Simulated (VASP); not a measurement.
# CaSe (Cmcm) in VASP: settings compared

CaSe is run at these levels: PBE, r2SCAN; tasks: single point.

Program: VASP 6.6.1. These are calculated values, not measurements. Logs are shortened: lines on timing, memory, paths and dates and some standing lists are left out, and cuts for length are marked.

### Step 1. The cell of the first run

The structure is orthorhombic, space group Cmcm (No. 63). Conventional cell: a = 5.081 Å, b = 8.670 Å, c = 5.876 Å, α = 90.00°, β = 90.00°, γ = 90.00°. Ca (site symmetry m2m) has 5 Se at 2.91 to 2.94 Å within 3.8 Å. Within 3.8 Å of Se (site symmetry m2m) lie 5 Ca at 2.91 to 2.94 Å.

### Step 2. Single point, PBE (uniaxial x strain +1.5%)

Contents of INCAR:

```
  PREC = Accurate
  ENCUT = 520
  EDIFF = 1E-7
  ISMEAR = -1
  SIGMA = 0.02
  LREAL = False
  LASPH = True
  NELM = 80
  ALGO = Normal
  ISIF = 2
  LWAVE = False
  LCHARG = False
  GGA = PE
  NBANDS = 24
```

Contents of KPOINTS:

```
regular mesh
0
Gamma
  6 6 4
```

Contents of POSCAR:

```
CaSe
1.0
    5.0806806209      0.0000000000      0.0000000000
   -2.5403403104      4.3349738781      0.0000000000
    0.0000000000      0.0000000000      5.8757322638
Ca Se
2 2
Direct
    0.3323236204      0.6646472407     -0.0625000000
    0.6676763796      0.3353527593      0.4375000000
    0.3319658712      0.6639317425      0.4375000000
    0.6680341288      0.3360682575      0.9375000000
```

Potentials or basis: VASP PAW PBE potentials, release 64 (Ca_sv, Se).

On the command line:

```bash
$ cat potpaw_PBE.64/Ca_sv/POTCAR potpaw_PBE.64/Se/POTCAR > POTCAR
$ mpirun -np 1 vasp_std > vasp.out
```

OUTCAR:

```text
PREC = Accurate
   ENCUT = 520
   EDIFF = 1E-7
   ISMEAR = -1
   LREAL = False
   LASPH = True
   NELM = 80
   ISIF = 2
   GGA = PE

 ion  position               nearest neighbor table
   1  0.332  0.665  0.938-   4 2.91   4 2.91   4 2.91   3 2.94   3 2.94
   2  0.668  0.335  0.438-   3 2.91   3 2.91   3 2.91   4 2.94   4 2.94
   3  0.332  0.664  0.438-   2 2.91   2 2.91   2 2.91   1 2.94   1 2.94
   4  0.668  0.336  0.938-   1 2.91   1 2.91   1 2.91   2 2.94   2 2.94

  Warning from LATTYP: Monoclinic adjustment (A1->A3, A2->A1, A3->A2)!
  LATTYP: Found a base centered orthorhombic cell.
 ALAT       =     5.0806806209
 B/A-ratio  =     1.7064539976
 C/A-ratio  =     1.1564852629

  Lattice vectors:

 A1 = (   2.5403403104,  -4.3349738781,   0.0000000000)
 A2 = (   2.5403403105,   4.3349738781,   0.0000000000)
 A3 = (   0.0000000000,   0.0000000000,   5.8757322638)

Analysis of symmetry for initial positions (statically):
=====================================================================
 Subroutine PRICEL returns:
 Original cell was already a primitive cell.

 Routine SETGRP: Setting up the symmetry group for a
 base centered orthorhombic supercell.

 Subroutine GETGRP returns: Found  8 space group operations
 (whereof  2 operations were pure point group operations)
 out of a pool of  8 trial point group operations.

The static configuration has the point symmetry C_1h.
 The point group associated with its full space group is D_2h.

Analysis of symmetry for dynamics (positions and initial velocities):
=====================================================================
 Subroutine PRICEL returns:
 Original cell was already a primitive cell.

 Routine SETGRP: Setting up the symmetry group for a
 base centered orthorhombic supercell.

 Subroutine GETGRP returns: Found  8 space group operations
 (whereof  2 operations were pure point group operations)
 out of a pool of  8 trial point group operations.

The dynamic configuration has the point symmetry C_1h.
 The point group associated with its full space group is D_2h.

 Subroutine INISYM returns: Found  8 space group operations
 (whereof  2 operations are pure point group operations),
 and found     1 'primitive' translations

----------------------------------------------------------------------------------------

                                     Primitive cell

  volume of cell :     129.4108

  direct lattice vectors                    reciprocal lattice vectors
     5.080680621  0.000000000  0.000000000     0.196824023  0.115340949  0.000000000
    -2.540340310  4.334973878  0.000000000     0.000000000  0.230681898  0.000000000
     0.000000000  0.000000000  5.875732264     0.000000000  0.000000000  0.170191553

  length of vectors
     5.080680621  5.024472850  5.875732264     0.228129855  0.230681898  0.170191553

  position of ions in fractional coordinates (direct lattice)
     0.332323620  0.664647241  0.937500000
     0.667676380  0.335352759  0.437500000
     0.331965871  0.663931742  0.437500000
     0.668034129  0.336068258  0.937500000

  ion indices of the primitive-cell ions
   primitive index   ion index
                 1           1
                 2           2
                 3           3
                 4           4

----------------------------------------------------------------------------------------

 KPOINTS: regular mesh

Automatic generation of k-mesh.
 Grid dimensions read from file:
 generate k-points for:    6    6    4

 Generating k-lattice:

  Cartesian coordinates                     Fractional coordinates (reciprocal lattice)
     0.032804004  0.019223491  0.000000000     0.166666667  0.000000000  0.000000000
     0.000000000  0.038446983  0.000000000     0.000000000  0.166666667  0.000000000
     0.000000000  0.000000000  0.042547888     0.000000000  0.000000000  0.250000000

  Length of vectors
     0.038021642  0.038446983  0.042547888

  Shift w.r.t. Gamma in fractional coordinates (k-lattice)
     0.000000000  0.000000000  0.000000000

 Subroutine IBZKPT returns following result:
 ===========================================

 Found     39 irreducible k-points:

 Following reciprocal coordinates:
            Coordinates               Weight
  0.000000  0.000000  0.000000      1.000000
  0.166667 -0.000000  0.000000      4.000000
  0.333333 -0.000000  0.000000      4.000000
  0.500000 -0.000000  0.000000      2.000000
  0.000000  0.166667  0.000000      2.000000
  0.166667  0.166667  0.000000      4.000000
[... 16 lines left out ...]
  0.000000  0.333333  0.250000      4.000000
  0.166667  0.333333  0.250000      8.000000
 [... further k-points ...]
   k-points           NKPTS =     39   k-points in BZ     NKDIM =     39   number of bands    NBANDS=     24
   number of dos      NEDOS =    301   number of ions     NIONS =      4
   total plane-waves  NPLWV =  76800
   dimension x,y,z NGX =    40 NGY =   40 NGZ =   48
   dimension x,y,z NGXF=    80 NGYF=   80 NGZF=   96
   ions per type =               2   2
   NGX,Y,Z   is equivalent  to a cutoff of  13.09, 13.23, 13.58 a.u.
   NGXF,Y,Z  is equivalent  to a cutoff of  26.18, 26.47, 27.16 a.u.
 SYSTEM =  unknown system
   PREC   = accura    normal or accurate (medium, high low for compatibility)
   ISTART =      0    job   : 0-new  1-cont  2-samecut
   ICHARG =      2    charge: 1-file 2-atom 10-const
   ISPIN  =      1    spin polarized calculation?
   LNONCOLLINEAR =      F non collinear calculations
   LSORBIT =      F    spin-orbit coupling
   LASPH  =      T    aspherical Exc in radial PAW
   ENCUT  =  520.0 eV  38.22 Ry    6.18 a.u.   9.45  9.34 10.92*2*pi/ulx,y,z
   NELM   =     80;   NELMIN=  2; NELMDL= -5     # of ELM steps
   EDIFF  = 0.1E-06   stopping-criterion for ELM
   LREAL  =      F    real-space projection
   EDIFFG = 0.1E-05   stopping-criterion for IOM
   NSW    =      0    number of steps for IOM
   IBRION =     -1    ionic relax: 0-MD 1-quasi-New 2-CG
   NFREE  =      0    steps in history (QN), initial steepest desc. (CG)
   ISIF   =      2    stress and relaxation
   ISYM   =      2    0-nonsym 1-usesym 2-fastsym
   POTIM  = 0.5000    time-step for ionic-motion
   TEBEG  =    0.0;   TEEND  =   0.0 temperature during run
   PSTRESS=    0.0 pullay stress
   NELECT =      32.0000    total number of electrons
   NUPDOWN=      -1.0000    fix difference up-down
   EMIN   =  10.00;   EMAX   =-10.00  energy-range for DOS
   EFERMI =   0.00;   METHOD = LEGACY
   ISMEAR =    -1;   SIGMA  =   0.02  broadening in eV -4-tet -1-fermi 0-gaus
   EFERMI_NEDOS =   21; number of points for ismear=-14 and -15
   IALGO  =     38    algorithm
   IMIX   =      4    mixing-type and parameters
     AMIX     =   0.40;   BMIX     =  1.00
     AMIX_MAG =   1.60;   BMIX_MAG =  1.00
  volume/ion in A,a.u.               =      32.35       218.33
  Fermi-wavevector in a.u.,A,eV,Ry     =   1.027546  1.941781 14.365728  1.055851
  Thomas-Fermi vector in A             =   2.161497
   LORBIT       =      0    0 simple, 1 ext, 2 COOP (PROOUT), +10 PAW based schemes
   GGA     = PE    functional components
   LHFCALC =     F    Hartree Fock is set to
   AEXX    =    0.0000 exact exchange contribution
   IVDW    =     0    specifies the selected vdW correction
   LEPSILON=     F    determine dielectric tensor
   LRPA    =     F    only Hartree local field effects (RPA)
 non-spin polarized calculation
  energy-cutoff  :      520.00
  volume of cell :      129.41
 maximum number of plane-waves:      3502
 NGX is ok and might be reduce to    40
   NGX = 19   NGY = 19   NGZ = 21

 number of electron      32.0000000 magnetization

 Free energy of the ion-electron system (eV)
  ---------------------------------------------------
  ext. energy  EPLUGINS =         0.00000000
  ---------------------------------------------------
  free energy    TOTEN  =       -18.50301030 eV

  energy without entropy =      -18.50301030  energy(sigma->0) =      -18.50301030

 E-fermi :   1.4866     XC(G=0):  -7.9656

 val. band max:        1.0965218963   @ k =   0.0000   0.0000   0.0000
 cond. band min:       3.5720576370   @ k =   0.3333   0.3333   0.0000
 fundamental gap:      2.4755357407
 Fermi energy:         1.4866283823

 k-point     1 :       0.0000    0.0000    0.0000
  band No.  band energies     occupation
      1     -38.8378      2.00000
      2     -38.8300      2.00000
      3     -19.8858      2.00000
      4     -19.8827      2.00000
      5     -19.8744      2.00000
      6     -19.8585      2.00000
[... 16 lines left out ...]
     23       6.3599      0.00000
     24       6.8692      0.00000

 k-point     2 :       0.1667   -0.0000    0.0000
  band No.  band energies     occupation
      1     -38.8373      2.00000
      2     -38.8304      2.00000
      3     -19.8882      2.00000
      4     -19.8858      2.00000
      5     -19.8701      2.00000
      6     -19.8620      2.00000
[... 16 lines left out ...]
     23       6.3772      0.00000
     24       6.5217      0.00000

 k-point     3 :       0.3333   -0.0000    0.0000
  band No.  band energies     occupation
      1     -38.8359      2.00000
      2     -38.8314      2.00000
      3     -19.8942      2.00000
      4     -19.8905      2.00000
      5     -19.8736      2.00000
      6     -19.8591      2.00000
[... 16 lines left out ...]
     23       6.1448      0.00000
     24       6.5261      0.00000

 k-point     4 :       0.5000   -0.0000    0.0000
  band No.  band energies     occupation
      1     -38.8349      2.00000
      2     -38.8322      2.00000
      3     -19.8973      2.00000
      4     -19.8926      2.00000
      5     -19.8796      2.00000
      6     -19.8566      2.00000
[... 16 lines left out ...]
     23       6.3654      0.00000
     24       6.5436      0.00000

 k-point     5 :       0.0000    0.1667    0.0000
  band No.  band energies     occupation
      1     -38.8373      2.00000
      2     -38.8304      2.00000
      3     -19.8896      2.00000
      4     -19.8847      2.00000
      5     -19.8700      2.00000
      6     -19.8644      2.00000
[... 451 lines left out ...]
 k-point    22 :      -0.3333    0.1667    0.2500
  band No.  band energies     occupation
      1     -38.8355      2.00000
      2     -38.8318      2.00000
      3     -19.8994      2.00000
      4     -19.8864      2.00000
      5     -19.8817      2.00000
      6     -19.8627      2.00000
[... 16 lines left out ...]
     23       6.5052      0.00000
     24       6.6492      0.00000

 k-point    23 :       0.0000    0.3333    0.2500
  band No.  band energies     occupation
      1     -38.8352      2.00000
      2     -38.8320      2.00000
      3     -19.9054      2.00000
      4     -19.8889      2.00000
      5     -19.8834      2.00000
      6     -19.8590      2.00000
[... 16 lines left out ...]
     23       6.5429      0.00000
     24       6.5852      0.00000

 k-point    24 :       0.1667    0.3333    0.2500
  band No.  band energies     occupation
      1     -38.8344      2.00000
      2     -38.8326      2.00000
      3     -19.9076      2.00000
      4     -19.8970      2.00000
      5     -19.8869      2.00000
      6     -19.8607      2.00000
[... 16 lines left out ...]
     23       6.4693      0.00000
     24       6.8119      0.00000

 [... further k-points ...]
[... 5 lines left out ...]
  --------------------------------------------------------------------------------------
  -------------------------------------------------------------------------------------
  Total       -0.1038440     -0.0273976      0.3063589     -0.0000000     -0.0000000      0.0000000
  in kB       -1.2856465     -0.3391972      3.7928937     -0.0000000     -0.0000000      0.0000000
  external PRESSURE =       0.7226834 kB  Pullay stress =       0.0000000 kB

 VOLUME and BASIS-vectors are now :
 -----------------------------------------------------------------------------
  energy-cutoff  :      520.00
  volume of cell :      129.41
      direct lattice vectors                 reciprocal lattice vectors
     5.080680621  0.000000000  0.000000000     0.196824023  0.115340949  0.000000000
    -2.540340310  4.334973878  0.000000000     0.000000000  0.230681898  0.000000000
     0.000000000  0.000000000  5.875732264     0.000000000  0.000000000  0.170191553

 POSITION                                       TOTAL-FORCE (eV/Angst)
 -----------------------------------------------------------------------------------
      0.00000      2.88123      5.50850         0.000000      0.002582      0.000000
      2.54034      1.45375      2.57063        -0.000000     -0.002582      0.000000
     -0.00000      2.87813      2.57063        -0.000000     -0.000298      0.000000
      2.54034      1.45685      5.50850         0.000000      0.000298      0.000000
 -----------------------------------------------------------------------------------
    total drift:                                0.000000     -0.000000      0.000000

  FREE ENERGIE OF THE ION-ELECTRON SYSTEM (eV)
  ---------------------------------------------------
  free  energy   TOTEN  =       -18.5030102979 eV

  energy  without entropy=      -18.5030102978  energy(sigma->0) =      -18.50301030
```

It took 99 s on 1 thread of Intel Xeon 6975P-C (Granite Rapids), shared host; peak memory 0.32 GiB.

What came out:

| Quantity | Value |
| --- | --- |
| Free energy | -18.5030 eV |
| Pressure | 0.1 GPa |
| Band gap on the k mesh | 2.48 eV, indirect (least direct gap 2.54 eV) |

Forces in eV/Å, atoms in the order of the input:
```
Ca   0.000  0.003  0.000
Ca   0.000 -0.003  0.000
Se   0.000  0.000  0.000
Se   0.000  0.000  0.000
```

Caveat: the cell differs from its parent crystal (uniaxial x strain +1.5%).

### Step 3. Single point, r2SCAN (uniaxial x strain +1.5%)

POSCAR is that of step 2.

Contents of INCAR.step1:

```
SYSTEM = CaSe
PREC = Accurate
ENCUT = 520
ISMEAR = 0
SIGMA = 0.01
LREAL = .False.
LASPH = .True.
NELM = 60
NBANDS = 24
GGA = PE
ALGO = Normal
EDIFF = 1E-4
LWAVE = .True.
LCHARG = .False.
```

Contents of INCAR.step2:

```
SYSTEM = CaSe
PREC = Accurate
ENCUT = 520
EDIFF = 1E-6
ISMEAR = 0
SIGMA = 0.01
LREAL = .False.
LASPH = .True.
NELM = 60
ALGO = Normal
ISIF = 2
LWAVE = .False.
LCHARG = .False.
METAGGA = R2SCAN
LMIXTAU = .True.
NBANDS = 24
ISTART = 1
```

Contents of KPOINTS:

```
regular mesh
0
Gamma
  6 6 4
  0 0 0
```

Potentials or basis: VASP PAW PBE potentials, release 64 (Ca_sv, Se).

On the command line:

```bash
$ cat potpaw_PBE.64/Ca_sv/POTCAR potpaw_PBE.64/Se/POTCAR > POTCAR
$ cp INCAR.step1 INCAR
$ mpirun -np 1 vasp_std > vasp.out
$ cp INCAR.step2 INCAR
$ mpirun -np 1 vasp_std > vasp.out
```

Wall time 4.4 min (1 thread of Intel Xeon 6975P-C (Granite Rapids), shared host); peak memory 0.35 GiB.

It converged, with:

```yaml
Free_energy: -51.3614 eV
Pressure: -0.4 GPa
Band_gap_on_the_k_mesh: 2.93 eV, indirect (least direct gap 3.00 eV)
```

Stress tensor (GPa, compression positive):
```
-0.58  0.00  0.00
 0.00 -0.49  0.00
 0.00  0.00 -0.02
```

Levels at points of the mesh, in eV from the valence-band top:
```tsv
k point	band 13	band 14	band 15	band 16	band 17	band 18	band 19	band 20
(0.00, 0.00, 0.00)	-1.52	-1.03	-1.02	0.00	3.00	4.07	4.11	4.96
(0.50, 0.00, 0.00)	-1.55	-1.41	-0.97	-0.49	3.57	3.69	4.18	5.09
(0.00, 0.50, 0.00)	-1.55	-1.38	-0.96	-0.50	3.52	3.73	4.11	5.13
(0.00, 0.00, 0.50)	-1.38	-1.38	-1.35	-1.35	4.19	4.19	5.52	5.52
(0.50, 0.00, 0.50)	-1.21	-1.21	-1.03	-1.03	4.04	4.04	5.21	5.21
(0.00, 0.50, 0.50)	-1.24	-1.24	-1.04	-1.04	4.06	4.06	5.21	5.21
```

Caveat: the cell differs from its parent crystal (uniaxial x strain +1.5%); the PAW data sets were made with another functional, which shifts forces and pressure a little. A k mesh can miss the band edges.
